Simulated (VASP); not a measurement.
Wanted: the native input for a VASP 6.6.1 run.

```
Task                   : single point
Functional             : LDA
Potentials or basis    : VASP PAW LDA potentials, release 64 (Sr_sv, O)
Cutoff                 : 520 eV
k mesh                 : 8 × 8 × 8
Occupations            : gaussian, width 0.05 eV
Spin                   : no spin polarisation
Dipole correction      : no
Further INCAR settings : ALGO = Normal; EDIFF = 1e-06; NBANDS = 15
```

The structure of SrO lies in POSCAR:

```
SrO
1.0
    0.0000000000      2.4413100000      2.5055550000
    2.4413100000      0.0000000000      2.5055550000
    2.4413100000      2.4413100000      0.0000000000
Sr O
1 1
Direct
    0.0000000000      0.0000000000      0.0000000000
    0.5000000000      0.5000000000      0.5000000000
```

This cell differs from its parent crystal: strain -0.050 along x and y, -0.025 along z.

One way to write it, as run:

INCAR

```
PREC = Accurate
ENCUT = 520
EDIFF = 1E-6
ISMEAR = 0
SIGMA = 0.05
LREAL = F
LASPH = T
NELM = 60
ALGO = Normal
ISIF = 2
LWAVE = F
LCHARG = T
GGA = CA
LELF = T
LVHAR = T
NBANDS = 15
```

KPOINTS

```
Automatic mesh
0
Gamma
  8 8 8
```

Potentials or basis: VASP PAW LDA potentials, release 64 (Sr_sv, O).

Run with:

```bash
$ cat potpaw_LDA.64/Sr_sv/POTCAR potpaw_LDA.64/O/POTCAR > POTCAR
$ mpirun -np 1 vasp_std > vasp.out
```

It gave:

```
Pressure               : 12.0 GPa
Band gap on the k mesh : 2.82 eV, direct
```

Caveat: the cell differs from its parent crystal (strain -0.050 along x and y, -0.025 along z).

Run time: 38 s on 1 thread of Intel Xeon 8259CL (shared host), peak memory 0.16 GiB.
